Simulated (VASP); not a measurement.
# Mg (Im-3m) in VASP: a series of runs

Runs on Mg. Level: PBEsol. Tasks: single point.

Program: VASP 6.6.1. These are calculated values, not measurements. Logs are shortened: lines on timing, memory, paths and dates and some standing lists are left out, and cuts for length are marked.

**1. The cell of the first run**

Symmetry: Im-3m, No. 229, cubic system. The conventional cell has a = 2.814 Å, b = 2.814 Å, c = 2.814 Å, α = 90.00°, β = 90.00°, γ = 90.00°. Mg (site symmetry m-3m) has 14 Mg at 2.44 to 2.81 Å within 3.2 Å.

This isn't the form of Mg at room conditions, which is hcp.

**2. Single point, PBEsol**

File INCAR:

```
SYSTEM = Mg
PREC = Accurate ; ENCUT = 520
EDIFF = 1E-6 ; ISMEAR = 0
SIGMA = 0.1 ; LREAL = .FALSE.
LASPH = .TRUE. ; NELM = 100
ALGO = Fast ; ISIF = 2
LWAVE = .FALSE. ; LCHARG = .TRUE.
GGA = PS ; LELF = .TRUE.
LVHAR = .TRUE. ; NBANDS = 7
```

File KPOINTS:

```
Automatic mesh
0
G
  20 20 20
  0 0 0
```

File POSCAR:

```
Mg
1.0
   -1.4067849323      1.4067849323      1.4067849323
    1.4067849323     -1.4067849323      1.4067849323
    1.4067849323      1.4067849323     -1.4067849323
Mg
1
Direct
    0.0000000000      0.0000000000      0.0000000000
```

Potentials or basis: VASP PAW PBE potentials, release 64 (Mg).

The run is started by

```console
> cat potpaw_PBE.64/Mg/POTCAR > POTCAR
> mpirun -np 1 vasp_std > vasp.out
```

OUTCAR:

```text
SYSTEM = Mg
   PREC = Accurate
   ENCUT = 520
   EDIFF = 1E-6
   ISMEAR = 0
   LREAL = .FALSE.
   LASPH = .TRUE.
   NELM = 100
   ISIF = 2
   GGA = PS

 ion  position               nearest neighbor table
   1  0.000  0.000  0.000-

  LATTYP: Found a body centered cubic cell.
 ALAT       =     2.8135698646

  Lattice vectors:

 A1 = (  -1.4067849323,   1.4067849323,   1.4067849323)
 A2 = (   1.4067849323,  -1.4067849323,   1.4067849323)
 A3 = (   1.4067849323,   1.4067849323,  -1.4067849323)

Analysis of symmetry for initial positions (statically):
=====================================================================
 Subroutine PRICEL returns:
 Original cell was already a primitive cell.

 Routine SETGRP: Setting up the symmetry group for a
 body centered cubic supercell.

 Subroutine GETGRP returns: Found 48 space group operations
 (whereof 48 operations were pure point group operations)
 out of a pool of 48 trial point group operations.

The static configuration has the point symmetry O_h .

Analysis of symmetry for dynamics (positions and initial velocities):
=====================================================================
 Subroutine PRICEL returns:
 Original cell was already a primitive cell.

 Routine SETGRP: Setting up the symmetry group for a
 body centered cubic supercell.

 Subroutine GETGRP returns: Found 48 space group operations
 (whereof 48 operations were pure point group operations)
 out of a pool of 48 trial point group operations.

The dynamic configuration has the point symmetry O_h .

 Subroutine INISYM returns: Found 48 space group operations
 (whereof 48 operations are pure point group operations),
 and found     1 'primitive' translations

----------------------------------------------------------------------------------------

                                     Primitive cell

  volume of cell :      11.1364

  direct lattice vectors                    reciprocal lattice vectors
    -1.406784932  1.406784932  1.406784932     0.000000000  0.355420355  0.355420355
     1.406784932 -1.406784932  1.406784932     0.355420355  0.000000000  0.355420355
     1.406784932  1.406784932 -1.406784932     0.355420355  0.355420355  0.000000000

  length of vectors
     2.436622978  2.436622978  2.436622978     0.502640286  0.502640286  0.502640286

  position of ions in fractional coordinates (direct lattice)
     0.000000000  0.000000000  0.000000000

  ion indices of the primitive-cell ions
   primitive index   ion index
                 1           1

----------------------------------------------------------------------------------------

 KPOINTS: Automatic mesh

Automatic generation of k-mesh.
 Grid dimensions read from file:
 generate k-points for:   20   20   20

 Generating k-lattice:

  Cartesian coordinates                     Fractional coordinates (reciprocal lattice)
     0.000000000  0.017771018  0.017771018     0.050000000  0.000000000  0.000000000
     0.017771018  0.000000000  0.017771018     0.000000000  0.050000000  0.000000000
     0.017771018  0.017771018  0.000000000     0.000000000  0.000000000  0.050000000

  Length of vectors
     0.025132014  0.025132014  0.025132014

  Shift w.r.t. Gamma in fractional coordinates (k-lattice)
     0.000000000  0.000000000  0.000000000

 Subroutine IBZKPT returns following result:
 ===========================================

 Found    256 irreducible k-points:

 Following reciprocal coordinates:
            Coordinates               Weight
  0.000000  0.000000  0.000000      1.000000
  0.050000  0.000000  0.000000     12.000000
  0.100000  0.000000  0.000000     12.000000
  0.150000  0.000000  0.000000     12.000000
  0.200000  0.000000  0.000000     12.000000
  0.250000  0.000000  0.000000     12.000000
[... 16 lines left out ...]
  0.200000  0.100000  0.000000     48.000000
  0.250000  0.100000  0.000000     48.000000
 [... further k-points ...]
   k-points           NKPTS =    256   k-points in BZ     NKDIM =    256   number of bands    NBANDS=      7
   number of dos      NEDOS =    301   number of ions     NIONS =      1
   total plane-waves  NPLWV =   5832
   dimension x,y,z NGX =    18 NGY =   18 NGZ =   18
   dimension x,y,z NGXF=    36 NGYF=   36 NGZF=   36
   ions per type =               1
   NGX,Y,Z   is equivalent  to a cutoff of  12.28, 12.28, 12.28 a.u.
   NGXF,Y,Z  is equivalent  to a cutoff of  24.56, 24.56, 24.56 a.u.
 SYSTEM =  Mg
   PREC   = accura    normal or accurate (medium, high low for compatibility)
   ISTART =      0    job   : 0-new  1-cont  2-samecut
   ICHARG =      2    charge: 1-file 2-atom 10-const
   ISPIN  =      1    spin polarized calculation?
   LNONCOLLINEAR =      F non collinear calculations
   LSORBIT =      F    spin-orbit coupling
   LASPH  =      T    aspherical Exc in radial PAW
   ENCUT  =  520.0 eV  38.22 Ry    6.18 a.u.   4.53  4.53  4.53*2*pi/ulx,y,z
   NELM   =    100;   NELMIN=  2; NELMDL= -5     # of ELM steps
   EDIFF  = 0.1E-05   stopping-criterion for ELM
   LREAL  =      F    real-space projection
   EDIFFG = 0.1E-04   stopping-criterion for IOM
   NSW    =      0    number of steps for IOM
   IBRION =     -1    ionic relax: 0-MD 1-quasi-New 2-CG
   NFREE  =      0    steps in history (QN), initial steepest desc. (CG)
   ISIF   =      2    stress and relaxation
   ISYM   =      2    0-nonsym 1-usesym 2-fastsym
   POTIM  = 0.5000    time-step for ionic-motion
   TEBEG  =    0.0;   TEEND  =   0.0 temperature during run
   PSTRESS=    0.0 pullay stress
   NELECT =       2.0000    total number of electrons
   NUPDOWN=      -1.0000    fix difference up-down
   EMIN   =  10.00;   EMAX   =-10.00  energy-range for DOS
   EFERMI =   0.00;   METHOD = LEGACY
   ISMEAR =     0;   SIGMA  =   0.10  broadening in eV -4-tet -1-fermi 0-gaus
   EFERMI_NEDOS =   21; number of points for ismear=-14 and -15
   IALGO  =     68    algorithm
   IMIX   =      4    mixing-type and parameters
     AMIX     =   0.40;   BMIX     =  1.00
     AMIX_MAG =   1.60;   BMIX_MAG =  1.00
  volume/ion in A,a.u.               =      11.14        75.15
  Fermi-wavevector in a.u.,A,eV,Ry     =   0.923642  1.745431 11.607334  0.853115
  Thomas-Fermi vector in A             =   2.049301
   LORBIT       =      0    0 simple, 1 ext, 2 COOP (PROOUT), +10 PAW based schemes
   GGA     = PS    functional components
   LHFCALC =     F    Hartree Fock is set to
   AEXX    =    0.0000 exact exchange contribution
   IVDW    =     0    specifies the selected vdW correction
   LEPSILON=     F    determine dielectric tensor
   LRPA    =     F    only Hartree local field effects (RPA)
 non-spin polarized calculation
 RMM-DIIS sequential band-by-band and
 Gauss-broadening in eV      SIGMA  =   0.10
  energy-cutoff  :      520.00
  volume of cell :       11.14
 maximum number of plane-waves:       321
   NGX =  9   NGY =  9   NGZ =  9

 number of electron       2.0000000 magnetization

 Free energy of the ion-electron system (eV)
  ---------------------------------------------------
  ext. energy  EPLUGINS =         0.00000000
  ---------------------------------------------------
  free energy    TOTEN  =         0.33323104 eV

  energy without entropy =        0.33420386  energy(sigma->0) =        0.33371745

 E-fermi :   7.8287     XC(G=0): -11.1685

 val. band max:        7.7740444106   @ k =   0.3000   0.2500   0.1500
 cond. band min:       7.8422606623   @ k =  -0.3500  -0.3500   0.0500
 fundamental gap:      0.0682162517
 Fermi energy:         7.8286571884

 k-point     1 :       0.0000    0.0000    0.0000
  band No.  band energies     occupation
      1      -2.8439      2.00000
      2      26.5000      0.00000
      3      26.5000      0.00000
      4      26.5000      0.00000
      5      29.5115      0.00000
      6      29.5115      0.00000
      7      31.4693      0.00000

 k-point     2 :       0.0500    0.0000    0.0000
  band No.  band energies     occupation
      1      -2.7472      2.00000
      2      25.6298      0.00000
      3      25.9480      0.00000
      4      26.4347      0.00000
      5      28.5193      0.00000
      6      28.8668      0.00000
      7      32.2091      0.00000

 k-point     3 :       0.1000    0.0000    0.0000
  band No.  band energies     occupation
      1      -2.4585      2.00000
      2      23.3870      0.00000
      3      24.8137      0.00000
      4      26.2574      0.00000
      5      27.8374      0.00000
      6      28.1878      0.00000
      7      33.4469      0.00000

 k-point     4 :       0.1500    0.0000    0.0000
  band No.  band energies     occupation
      1      -1.9812      2.00000
      2      20.8558      0.00000
      3      23.6034      0.00000
      4      26.0114      0.00000
      5      26.8686      0.00000
      6      28.2040      0.00000
      7      34.4985      0.00000

 k-point     5 :       0.2000    0.0000    0.0000
  band No.  band energies     occupation
      1      -1.3215      2.00000
      2      18.3752      0.00000
      3      22.4827      0.00000
      4      25.7420      0.00000
      5      26.0262      0.00000
      6      28.2361      0.00000
      7      35.0319      0.00000

 k-point     6 :       0.2500    0.0000    0.0000
  band No.  band energies     occupation
      1      -0.4873      2.00000
      2      16.0119      0.00000
      3      21.5057      0.00000
      4      25.3228      0.00000
      5      25.4832      0.00000
      6      28.1648      0.00000
      7      35.2290      0.00000

 k-point     7 :       0.3000    0.0000    0.0000
  band No.  band energies     occupation
      1       0.5119      2.00000
      2      13.7817      0.00000
      3      20.6936      0.00000
      4      24.7583      0.00000
      5      25.2567      0.00000
      6      27.9647      0.00000
      7      35.7908      0.00000
[... 121 lines left out ...]
 k-point    20 :       0.4500    0.0500   -0.0000
  band No.  band energies     occupation
      1       5.0368      2.00000
      2       7.2814      2.00000
      3      18.6575      0.00000
      4      24.1324      0.00000
      5      24.4488      0.00000
      6      28.0304      0.00000
      7      35.8574      0.00000

 k-point    21 :       0.1000    0.1000    0.0000
  band No.  band energies     occupation
      1      -1.6973      2.00000
      2      20.3907      0.00000
      3      21.6680      0.00000
      4      25.7148      0.00000
      5      26.9990      0.00000
      6      29.3318      0.00000
      7      33.9624      0.00000

 k-point    22 :       0.1500    0.1000    0.0000
  band No.  band energies     occupation
      1      -1.0418      2.00000
      2      18.2712      0.00000
      3      20.3859      0.00000
      4      25.2905      0.00000
      5      26.7168      0.00000
      6      29.5720      0.00000
      7      34.1675      0.00000

 k-point    23 :       0.2000    0.1000    0.0000
  band No.  band energies     occupation
      1      -0.2127      2.00000
      2      16.0510      0.00000
      3      19.4159      0.00000
      4      24.8582      0.00000
      5      26.3395      0.00000
      6      29.7525      0.00000
      7      33.8874      0.00000

 k-point    24 :       0.2500    0.1000    0.0000
  band No.  band energies     occupation
      1       0.7801      2.00000
      2      13.8968      0.00000
      3      18.6443      0.00000
      4      24.4549      0.00000
      5      25.9401      0.00000
      6      29.8818      0.00000
      7      33.8106      0.00000

 [... further k-points ...]

------------------------ aborting loop because EDIFF is reached ----------------------------------------

  FORCE on cell =-STRESS in cart. coord.  units (eV):
  Direction    XX          YY          ZZ          XY          YZ          ZX
  --------------------------------------------------------------------------------------
  -------------------------------------------------------------------------------------
  Total        7.1379240      7.1379240      7.1379240      0.0000000     -0.0000000     -0.0000000
  in kB     1026.9265646   1026.9265646   1026.9265646      0.0000000     -0.0000000     -0.0000000
  external PRESSURE =    1026.9265646 kB  Pullay stress =       0.0000000 kB

 VOLUME and BASIS-vectors are now :
 -----------------------------------------------------------------------------
  energy-cutoff  :      520.00
  volume of cell :       11.14
      direct lattice vectors                 reciprocal lattice vectors
    -1.406784932  1.406784932  1.406784932     0.000000000  0.355420355  0.355420355
     1.406784932 -1.406784932  1.406784932     0.355420355  0.000000000  0.355420355
     1.406784932  1.406784932 -1.406784932     0.355420355  0.355420355  0.000000000

 POSITION                                       TOTAL-FORCE (eV/Angst)
 -----------------------------------------------------------------------------------
      0.00000      0.00000      0.00000        -0.000000      0.000000     -0.000000
 -----------------------------------------------------------------------------------
    total drift:                                0.000000      0.000000      0.000000

  FREE ENERGIE OF THE ION-ELECTRON SYSTEM (eV)
  ---------------------------------------------------
  free  energy   TOTEN  =         0.3332310413 eV

  energy  without entropy=        0.3342038578  energy(sigma->0) =        0.33371745
```

It took 26 s on 1 thread of Intel Xeon 8259CL, shared host; peak memory 0.13 GiB.

What came out:

| Property | Result |
| --- | --- |
| Free energy | 0.3332 eV |
| Pressure | 102.7 GPa |
| Band gap on the k mesh | zero (bands 1 and 2 overlap by 4.72 eV) |

Caveat: the cell stands under pressure; the PAW data sets were made with another functional, which shifts forces and pressure a little.

**3. Single point, PBEsol**

This run uses another cell than the first one, of 12.11 Å³/atom.

File INCAR:

```
ALGO = Fast
EDIFF = 1E-6
ENCUT = 520
GGA = PS
ISIF = 2
ISMEAR = 0
LASPH = True
LCHARG = False
LREAL = False
LWAVE = False
NBANDS = 7
NELM = 80
PREC = Accurate
SIGMA = 0.1
```

File KPOINTS:

```
k-points
0
Gamma
  20 20 20
```

File POSCAR:

```
Mg
1.0
   -1.4467735339      1.4467735339      1.4467735339
    1.4467735339     -1.4467735339      1.4467735339
    1.4467735339      1.4467735339     -1.4467735339
Mg
1
Direct
    0.0000000000      0.0000000000      0.0000000000
```

Potentials or basis: VASP PAW PBE potentials, release 64 (Mg).

The run is started by

```console
> cat potpaw_PBE.64/Mg/POTCAR > POTCAR
> mpirun -np 1 vasp_std > vasp.out
```

Run time: 30 s. Hardware: 1 thread of Intel Xeon 8259CL, shared host; peak memory 0.14 GiB.

Results (log left out):

```
Free energy            : -0.2099 eV
Pressure               : 76.8 GPa
Band gap on the k mesh : zero (bands 1 and 2 overlap by 4.79 eV)
```

Levels at points of the mesh, in eV from the Fermi level:
```
           k point  band 1  band 2  band 3  band 4
(0.00, 0.00, 0.00)  -10.20   17.91   17.91   17.91
(0.50, 0.00, 0.00)   -2.42   -0.97   11.06   15.17
(0.50, 0.50, 0.50)    3.82    3.82    6.47    6.47
```

Caveat: the cell stands under pressure; the PAW data sets were made with another functional, which shifts forces and pressure a little.
